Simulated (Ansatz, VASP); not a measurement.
# InSb in VASP and in Ansatz

```xyz
2
Lattice="3.7623 0.0000 0.0000 -1.8812 3.2583 0.0000 0.0000 0.0000 3.6718" Properties=species:S:1:pos:R:3 pbc="T T T"
In    1.8812    1.0861    1.8359
Sb    0.0000    0.0000    0.0000
```

Change from the starting cell: species swapped into the WC type (P-6m2, No. 187).

Alike in both runs: task relaxation of cell and atoms; functional PBE; k mesh 6 × 6 × 6; occupations gaussian, width 0.1 eV; no spin polarisation.

|  | VASP | Ansatz |
| --- | --- | --- |
| version | VASP 6.6.1 | Ansatz 0.2.0 |
| potentials or method | VASP PAW PBE potentials, release 64 (In_d, Sb), cutoff 600 eV | scalar-relativistic, plane waves, PAW |
| valence electrons in the cell | 18 | 28 |

|  | VASP | Ansatz | Ansatz less VASP |
| --- | --- | --- | --- |
| gap on the k mesh at the Fermi level, each at its own relaxed structure (eV) | none | none | - |
| relaxed volume (Å³/atom) | 29.83 | 29.72 | -0.108 |
| relaxed cell length with the largest relative difference (Å) | 4.243 | 4.234 | -0.0087 |

A gap of «none» marks a metal or a gap that the smearing closes. VASP's potentials hold 18 valence electrons a cell and Ansatz's 28, so a difference there can come from the potentials and not from the codes.

Neither program's run includes spin-orbit coupling. Noted on VASP's run: the volume moved by over 15 % at a fixed basis, so the end points are rough.
